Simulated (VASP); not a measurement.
# Rh2O (Pn-3m) in VASP: further runs

Rh2O is run at these levels: PBE; tasks: single point, relaxation of cell and atoms.

All numbers are computed with VASP 6.6.1; they aren't measurements. Logs are shortened: lines on timing, memory, paths and dates and some standing lists are left out, and cuts for length are marked.

**1. The cell of the first run**

The structure is cubic, space group Pn-3m (No. 224). The conventional cell has a = 4.415 Å, b = 4.415 Å, c = 4.415 Å, α = 90.00°, β = 90.00°, γ = 90.00°. Rh (site symmetry -3m) has 2 O at 1.91 Å within 2.5 Å. Within 2.5 Å of O (site symmetry -43m) lie 4 Rh at 1.91 Å.

**2. Single point, PBE**

File INCAR:

```
SYSTEM = Rh2O
PREC = Accurate
ENCUT = 520
EDIFF = 1E-6
ISMEAR = 0
SIGMA = 0.1
LREAL = .FALSE.
LASPH = .TRUE.
NELM = 60
ALGO = Normal
ISIF = 2
LWAVE = .FALSE.
LCHARG = .FALSE.
GGA = PE
NBANDS = 45
```

File KPOINTS:

```
regular mesh
0
G
  8 8 8
  0 0 0
```

File POSCAR:

```
Rh2O
1.0
    4.4148217349      0.0000000000      0.0000000000
    0.0000000000      4.4148217349      0.0000000000
    0.0000000000      0.0000000000      4.4148217349
Rh O
4 2
Direct
    0.2500000000      0.2500000000      0.2500000000
    0.2500000000      0.7500000000      0.7500000000
    0.7500000000      0.7500000000      0.2500000000
    0.7500000000      0.2500000000      0.7500000000
    0.0000000000      0.0000000000      0.0000000000
    0.5000000000      0.5000000000      0.5000000000
```

Potentials or basis: VASP PAW PBE potentials, release 64 (Rh_pv, O).

Command:

```console
$ cat potpaw_PBE.64/Rh_pv/POTCAR potpaw_PBE.64/O/POTCAR > POTCAR
$ mpirun -np 1 vasp_std > vasp.out
```

OUTCAR:

```text
SYSTEM = Rh2O
   PREC = Accurate
   ENCUT = 520
   EDIFF = 1E-6
   ISMEAR = 0
   LREAL = .FALSE.
   LASPH = .TRUE.
   NELM = 60
   ISIF = 2
   GGA = PE

 ion  position               nearest neighbor table
   1  0.250  0.250  0.250-   5 1.91   6 1.91   4 3.12   2 3.12   3 3.12   2 3.12   4 3.12   2 3.12
                             3 3.12   2 3.12   3 3.12   4 3.12   4 3.12   3 3.12
   2  0.250  0.750  0.750-   5 1.91   6 1.91   4 3.12   1 3.12   3 3.12   1 3.12   3 3.12   1 3.12
                             4 3.12   1 3.12   3 3.12   4 3.12   3 3.12   4 3.12
   3  0.750  0.750  0.250-   5 1.91   6 1.91   4 3.12   1 3.12   2 3.12   2 3.12   4 3.12   1 3.12
                             4 3.12   4 3.12   1 3.12   2 3.12   2 3.12   1 3.12
   4  0.750  0.250  0.750-   5 1.91   6 1.91   3 3.12   1 3.12   2 3.12   1 3.12   3 3.12   2 3.12
                             3 3.12   3 3.12   1 3.12   2 3.12   1 3.12   2 3.12
   5  0.000  0.000  0.000-   1 1.91   2 1.91   3 1.91   4 1.91
   6  0.500  0.500  0.500-   1 1.91   2 1.91   3 1.91   4 1.91

  LATTYP: Found a simple cubic cell.
 ALAT       =     4.4148217349

  Lattice vectors:

 A1 = (   4.4148217349,   0.0000000000,   0.0000000000)
 A2 = (   0.0000000000,   4.4148217349,   0.0000000000)
 A3 = (   0.0000000000,   0.0000000000,   4.4148217349)

Analysis of symmetry for initial positions (statically):
=====================================================================
 Subroutine PRICEL returns:
 Original cell was already a primitive cell.

 Routine SETGRP: Setting up the symmetry group for a
 simple cubic supercell.

 Subroutine GETGRP returns: Found 48 space group operations
 (whereof 24 operations were pure point group operations)
 out of a pool of 48 trial point group operations.

The static configuration has the point symmetry T_d .
 The point group associated with its full space group is O_h .

Analysis of symmetry for dynamics (positions and initial velocities):
=====================================================================
 Subroutine PRICEL returns:
 Original cell was already a primitive cell.

 Routine SETGRP: Setting up the symmetry group for a
 simple cubic supercell.

 Subroutine GETGRP returns: Found 48 space group operations
 (whereof 24 operations were pure point group operations)
 out of a pool of 48 trial point group operations.

The dynamic configuration has the point symmetry T_d .
 The point group associated with its full space group is O_h .

 Subroutine INISYM returns: Found 48 space group operations
 (whereof 24 operations are pure point group operations),
 and found     1 'primitive' translations

----------------------------------------------------------------------------------------

                                     Primitive cell

  volume of cell :      86.0477

  direct lattice vectors                    reciprocal lattice vectors
     4.414821735  0.000000000  0.000000000     0.226509712  0.000000000  0.000000000
     0.000000000  4.414821735  0.000000000     0.000000000  0.226509712  0.000000000
     0.000000000  0.000000000  4.414821735     0.000000000  0.000000000  0.226509712

  length of vectors
     4.414821735  4.414821735  4.414821735     0.226509712  0.226509712  0.226509712

  position of ions in fractional coordinates (direct lattice)
     0.250000000  0.250000000  0.250000000
     0.250000000  0.750000000  0.750000000
     0.750000000  0.750000000  0.250000000
     0.750000000  0.250000000  0.750000000
     0.000000000  0.000000000  0.000000000
     0.500000000  0.500000000  0.500000000

  ion indices of the primitive-cell ions
   primitive index   ion index
                 1           1
                 2           2
                 3           3
                 4           4
                 5           5
                 6           6

----------------------------------------------------------------------------------------

 KPOINTS: regular mesh

Automatic generation of k-mesh.
 Grid dimensions read from file:
 generate k-points for:    8    8    8

 Generating k-lattice:

  Cartesian coordinates                     Fractional coordinates (reciprocal lattice)
     0.028313714  0.000000000  0.000000000     0.125000000  0.000000000  0.000000000
     0.000000000  0.028313714  0.000000000     0.000000000  0.125000000  0.000000000
     0.000000000  0.000000000  0.028313714     0.000000000  0.000000000  0.125000000

  Length of vectors
     0.028313714  0.028313714  0.028313714

  Shift w.r.t. Gamma in fractional coordinates (k-lattice)
     0.000000000  0.000000000  0.000000000

 Subroutine IBZKPT returns following result:
 ===========================================

 Found     35 irreducible k-points:

 Following reciprocal coordinates:
            Coordinates               Weight
  0.000000  0.000000  0.000000      1.000000
  0.125000  0.000000  0.000000      6.000000
  0.250000  0.000000  0.000000      6.000000
  0.375000  0.000000  0.000000      6.000000
  0.500000  0.000000  0.000000      3.000000
  0.125000  0.125000  0.000000     12.000000
[... 16 lines left out ...]
  0.375000  0.375000  0.125000     24.000000
  0.500000  0.375000  0.125000     24.000000
 [... further k-points ...]
   k-points           NKPTS =     35   k-points in BZ     NKDIM =     35   number of bands    NBANDS=     45
   number of dos      NEDOS =    301   number of ions     NIONS =      6
   total plane-waves  NPLWV =  46656
   dimension x,y,z NGX =    36 NGY =   36 NGZ =   36
   dimension x,y,z NGXF=    72 NGYF=   72 NGZF=   72
   ions per type =               4   2
   NGX,Y,Z   is equivalent  to a cutoff of  13.56, 13.56, 13.56 a.u.
   NGXF,Y,Z  is equivalent  to a cutoff of  27.11, 27.11, 27.11 a.u.
 SYSTEM =  Rh2O
   PREC   = accura    normal or accurate (medium, high low for compatibility)
   ISTART =      0    job   : 0-new  1-cont  2-samecut
   ICHARG =      2    charge: 1-file 2-atom 10-const
   ISPIN  =      1    spin polarized calculation?
   LNONCOLLINEAR =      F non collinear calculations
   LSORBIT =      F    spin-orbit coupling
   LASPH  =      T    aspherical Exc in radial PAW
   ENCUT  =  520.0 eV  38.22 Ry    6.18 a.u.   8.21  8.21  8.21*2*pi/ulx,y,z
   NELM   =     60;   NELMIN=  2; NELMDL= -5     # of ELM steps
   EDIFF  = 0.1E-05   stopping-criterion for ELM
   LREAL  =      F    real-space projection
   EDIFFG = 0.1E-04   stopping-criterion for IOM
   NSW    =      0    number of steps for IOM
   IBRION =     -1    ionic relax: 0-MD 1-quasi-New 2-CG
   NFREE  =      0    steps in history (QN), initial steepest desc. (CG)
   ISIF   =      2    stress and relaxation
   ISYM   =      2    0-nonsym 1-usesym 2-fastsym
   POTIM  = 0.5000    time-step for ionic-motion
   TEBEG  =    0.0;   TEEND  =   0.0 temperature during run
   PSTRESS=    0.0 pullay stress
   NELECT =      72.0000    total number of electrons
   NUPDOWN=      -1.0000    fix difference up-down
   EMIN   =  10.00;   EMAX   =-10.00  energy-range for DOS
   EFERMI =   0.00;   METHOD = LEGACY
   ISMEAR =     0;   SIGMA  =   0.10  broadening in eV -4-tet -1-fermi 0-gaus
   EFERMI_NEDOS =   21; number of points for ismear=-14 and -15
   IALGO  =     38    algorithm
   IMIX   =      4    mixing-type and parameters
     AMIX     =   0.40;   BMIX     =  1.00
     AMIX_MAG =   1.60;   BMIX_MAG =  1.00
  volume/ion in A,a.u.               =      14.34        96.78
  Fermi-wavevector in a.u.,A,eV,Ry     =   1.542668  2.915220 32.379482  2.379825
  Thomas-Fermi vector in A             =   2.648440
   LORBIT       =      0    0 simple, 1 ext, 2 COOP (PROOUT), +10 PAW based schemes
   GGA     = PE    functional components
   LHFCALC =     F    Hartree Fock is set to
   AEXX    =    0.0000 exact exchange contribution
   IVDW    =     0    specifies the selected vdW correction
   LEPSILON=     F    determine dielectric tensor
   LRPA    =     F    only Hartree local field effects (RPA)
 non-spin polarized calculation
 Gauss-broadening in eV      SIGMA  =   0.10
  energy-cutoff  :      520.00
  volume of cell :       86.05
 maximum number of plane-waves:      2360
 NGX is ok and might be reduce to    36
   NGX = 17   NGY = 17   NGZ = 17

 number of electron      72.0000005 magnetization

 Free energy of the ion-electron system (eV)
  ---------------------------------------------------
  ext. energy  EPLUGINS =         0.00000000
  ---------------------------------------------------
  free energy    TOTEN  =       -38.76302103 eV

  energy without entropy =      -38.70313449  energy(sigma->0) =      -38.73307776

 E-fermi :   7.4159     XC(G=0): -12.1171

 val. band max:        7.4006405550   @ k =   0.5000   0.5000   0.3750
 cond. band min:       7.4286295250   @ k =   0.3750   0.2500   0.2500
 fundamental gap:      0.0279889700
 Fermi energy:         7.4158867958

 k-point     1 :       0.0000    0.0000    0.0000
  band No.  band energies     occupation
      1     -39.2894      2.00000
      2     -39.1016      2.00000
      3     -39.1016      2.00000
      4     -39.1016      2.00000
      5     -38.3723      2.00000
      6     -38.3723      2.00000
[... 37 lines left out ...]
     44      16.9692      0.00000
     45      17.6129      0.00000

 k-point     2 :       0.1250    0.0000    0.0000
  band No.  band energies     occupation
      1     -39.2824      2.00000
      2     -39.1088      2.00000
      3     -39.1015      2.00000
      4     -39.1015      2.00000
      5     -38.3691      2.00000
      6     -38.3679      2.00000
[... 37 lines left out ...]
     44      16.3669      0.00000
     45      17.3710      0.00000

 k-point     3 :       0.2500    0.0000    0.0000
  band No.  band energies     occupation
      1     -39.2623      2.00000
      2     -39.1294      2.00000
      3     -39.1012      2.00000
      4     -39.1012      2.00000
      5     -38.3600      2.00000
      6     -38.3554      2.00000
[... 37 lines left out ...]
     44      16.1067      0.00000
     45      16.4671      0.00000

 k-point     4 :       0.3750    0.0000    0.0000
  band No.  band energies     occupation
      1     -39.2320      2.00000
      2     -39.1601      2.00000
      3     -39.1010      2.00000
      4     -39.1010      2.00000
      5     -38.3463      2.00000
      6     -38.3365      2.00000
[... 901 lines left out ...]
     44      13.8205      0.00000
     45      15.2719      0.00000

 k-point    23 :       0.3750    0.3750    0.1250
  band No.  band energies     occupation
      1     -39.2327      2.00000
      2     -39.1635      2.00000
      3     -39.1002      2.00000
      4     -39.0999      2.00000
      5     -38.3446      2.00000
      6     -38.3406      2.00000
[... 37 lines left out ...]
     44      13.3620      0.00000
     45      15.4178      0.00000

 k-point    24 :       0.5000    0.3750    0.1250
  band No.  band energies     occupation
      1     -39.2331      2.00000
      2     -39.1638      2.00000
      3     -39.1000      2.00000
      4     -39.0996      2.00000
      5     -38.3433      2.00000
      6     -38.3412      2.00000
[... 37 lines left out ...]
     44      13.0784      0.00000
     45      15.6654      0.00000

 [... further k-points ...]

------------------------ aborting loop because EDIFF is reached ----------------------------------------

  FORCE on cell =-STRESS in cart. coord.  units (eV):
  Direction    XX          YY          ZZ          XY          YZ          ZX
  --------------------------------------------------------------------------------------
  -------------------------------------------------------------------------------------
  Total        0.0771597      0.0771597      0.0771597     -0.0000000      0.0000000      0.0000000
  in kB        1.4366857      1.4366857      1.4366857     -0.0000000      0.0000000      0.0000000
  external PRESSURE =       1.4366857 kB  Pullay stress =       0.0000000 kB

 VOLUME and BASIS-vectors are now :
 -----------------------------------------------------------------------------
  energy-cutoff  :      520.00
  volume of cell :       86.05
      direct lattice vectors                 reciprocal lattice vectors
     4.414821735  0.000000000  0.000000000     0.226509712  0.000000000  0.000000000
     0.000000000  4.414821735  0.000000000     0.000000000  0.226509712  0.000000000
     0.000000000  0.000000000  4.414821735     0.000000000  0.000000000  0.226509712

 POSITION                                       TOTAL-FORCE (eV/Angst)
 -----------------------------------------------------------------------------------
      1.10371      1.10371      1.10371         0.000000      0.000000     -0.000000
      1.10371      3.31112      3.31112         0.000000     -0.000000      0.000000
      3.31112      3.31112      1.10371        -0.000000     -0.000000      0.000000
      3.31112      1.10371      3.31112        -0.000000     -0.000000      0.000000
      0.00000      0.00000      0.00000        -0.000000      0.000000     -0.000000
      2.20741      2.20741      2.20741        -0.000000      0.000000     -0.000000
 -----------------------------------------------------------------------------------
    total drift:                                0.000000      0.000000      0.000000

  FREE ENERGIE OF THE ION-ELECTRON SYSTEM (eV)
  ---------------------------------------------------
  free  energy   TOTEN  =       -38.7630210328 eV

  energy  without entropy=      -38.7031344886  energy(sigma->0) =      -38.73307776
```

Run time: 44 s. Hardware: 1 thread of Intel Xeon 6975P-C (Granite Rapids), shared host; peak memory 0.25 GiB.

Results:

```yaml
Free_energy: -38.7630 eV
Pressure: 0.1 GPa
Band_gap_on_the_k_mesh: zero (bands 36 and 37 overlap by 0.54 eV)
```

Levels at points of the mesh, in eV from the Fermi level:
```
           k point  band 34  band 35  band 36  band 37  band 38  band 39
(0.00, 0.00, 0.00)    -0.32     0.32     0.32     0.32     2.39     2.39
(0.50, 0.00, 0.00)    -0.59    -0.07    -0.07     0.09     0.09     2.00
(0.50, 0.50, 0.00)    -0.72     0.09     0.09     0.31     0.31     1.51
(0.50, 0.50, 0.50)    -0.31     0.17     0.17     1.53     1.95     1.95
```

(Continued in part 2 of 2.)
